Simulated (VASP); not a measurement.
Crystal: TaS2.

```
Ta S
1.0
     3.41570    0.00000    0.00000
    -1.70785    2.95809    0.00000
     0.00000    0.00000    5.97493
Ta S
1 2
Direct
  0.00000 0.00000 0.00000
  0.66667 0.33333 0.75000
  0.33333 0.66667 0.25000
```

Base run:

* Program: VASP 6.6.1
* Functional: BLYP
* Dispersion: D4
* Potentials or basis: VASP PAW PBE potentials, release 64 (Ta_pv, S)
* Cutoff: 500 eV
* k mesh: 9 × 9 × 5
* Occupations: fermi-dirac, width 0.05 eV
* Spin: no spin polarisation

Its results: band gap on the k mesh zero (an odd number of electrons rules out a gap without spin polarisation); pressure 1.6 GPa; largest force 0.569 eV/Å.

The run is repeated on the same cell with these changes: functional from BLYP to RPBE; dispersion from D4 to none. What comes out?

Band gap on the k mesh zero (an odd number of electrons rules out a gap without spin polarisation); pressure 3.3 GPa; largest force 0.361 eV/Å.

Several settings changed at once.

Caveats: the PAW data sets were made with another functional, which shifts forces and pressure a little; spin-orbit coupling is left out, which moves the levels of the heavy elements; the cell stands under pressure (at least some runs); this functional lacks dispersion, which binds layers or chains, so the pressure and a relaxed spacing across them are unreliable (at least some runs).
